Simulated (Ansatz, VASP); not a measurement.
Hf in VASP and in Ansatz

Contents of INCAR:

```
PREC     = Accurate       # precision mode
ENCUT    = 520            # plane-wave cutoff, eV
EDIFF    = 1E-8           # SCF threshold, eV
ISMEAR   = -1             # smearing method
SIGMA    = 0.05           # smearing width, eV
LREAL    = False          # projectors in reciprocal space
LASPH    = True           # aspherical terms in the spheres
NELM     = 60             # most SCF steps
ALGO     = Normal         # electronic algorithm
ISIF     = 2              # what is computed and relaxed
LWAVE    = False          # write WAVECAR
LCHARG   = False          # write CHGCAR
GGA      = CA             # functional
LEFG     = True         
NBANDS   = 11             # bands
```

Contents of KPOINTS:

```
regular mesh
0
Gamma
  14 14 14
```

File POSCAR:

```
Hf
1.0
   -1.7964725258      1.7964725258      1.7964725258
    1.7964725258     -1.7964725258      1.7964725258
    1.7964725258      1.7964725258     -1.7964725258
Hf
1
Direct
    0.0000000000      0.0000000000      0.0000000000
```

Input for Ansatz:

```yaml
crystal:
  lattice:
    - [-1.7964725258, 1.7964725258, 1.7964725258]
    - [1.7964725258, -1.7964725258, 1.7964725258]
    - [1.7964725258, 1.7964725258, -1.7964725258]
  atoms:
    - { symbol: Hf, position: [0.0, 0.0, 0.0] }
kpoints:
  mp_grid: { grid: [14, 14, 14] }
scf:
  occupations: { method: fermi_dirac, width: 0.05 }
hamiltonian:
  xc: lda
  pseudopotentials: { kind: paw }
output:
  forces: true
  stress: true
  eigenvalues: true
  efg: { contact_densities: true }
```

Change from the starting cell: volume scaled by 1.05, PAW files.

Alike in both runs: task electric field gradients; functional LDA; k mesh 14 × 14 × 14; occupations fermi-dirac, width 0.05 eV; no spin polarisation.

```csv
,VASP,Ansatz
version,VASP 6.6.1,Ansatz 0.2.0
potentials or method,"VASP PAW LDA potentials, release 64 (Hf_pv)","PAW with Ansatz's default frozen-core files, scalar-relativistic"
plane-wave cutoff (eV),520,420
valence electrons in the cell,10,26
```

|  | VASP | Ansatz | Ansatz less VASP |
| --- | --- | --- | --- |
| pressure (GPa) | -11.7 | -11.7 | 0.00 |

LDA's correlation is that of Perdew and Zunger in VASP and of Perdew and Wang (1992) in Ansatz. VASP's potentials hold 10 valence electrons a cell and Ansatz's 26, so a difference there can come from the potentials and not from the codes.

Neither program's run includes spin-orbit coupling.
